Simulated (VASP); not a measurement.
Input of a VASP 6.6.1 run:

The input POSCAR:

```
KI
1.0
    4.2475943264      0.0000000000      0.0000000000
    0.0000000000      4.2475943264      0.0000000000
    0.0000000000      0.0000000000      4.2475943264
K I
1 1
Direct
    0.0000000000      0.0000000000      0.0000000000
    0.5000000000      0.5000000000      0.5000000000
```

The input INCAR.step1:

```
SYSTEM = KI
ALGO = Normal ; EDIFF = 1E-4
ENCUT = 520 ; GGA = PE
ISMEAR = 0 ; LASPH = .TRUE.
LCHARG = .FALSE. ; LREAL = .FALSE.
LWAVE = .TRUE. ; NBANDS = 15
NELM = 80 ; PREC = Accurate
SIGMA = 0.01
```

Contents of INCAR.step2:

```
SYSTEM = KI
ALGO = Normal ; EDIFF = 1E-6
ENCUT = 520 ; ISIF = 2
ISMEAR = 0 ; ISTART = 1
LASPH = .TRUE. ; LCHARG = .TRUE.
LELF = .TRUE. ; LMIXTAU = .TRUE.
LREAL = .FALSE. ; LVHAR = .TRUE.
LWAVE = .FALSE. ; METAGGA = R2SCAN
NBANDS = 15 ; NELM = 80
PREC = Accurate ; SIGMA = 0.01
```

KPOINTS

```
k-points
0
G
  6 6 6
  0 0 0
```

Potentials or basis: VASP PAW PBE potentials, release 64 (K_sv, I).

Command:

```sh
$ cat potpaw_PBE.64/K_sv/POTCAR potpaw_PBE.64/I/POTCAR > POTCAR
$ cp INCAR.step1 INCAR
$ mpirun -np 1 vasp_std > vasp.out
$ cp INCAR.step2 INCAR
$ mpirun -np 1 vasp_std > vasp.out
```

Q: Predict the band gap on the k mesh.

A: 4.13 eV, indirect (least direct gap 4.41 eV).

Q: Predict the pressure.

A: 0.5 GPa.

Caveat: the PAW data sets were made with another functional, which shifts forces and pressure a little; spin-orbit coupling is left out, which moves the levels of the heavy elements. A k mesh can miss the band edges.
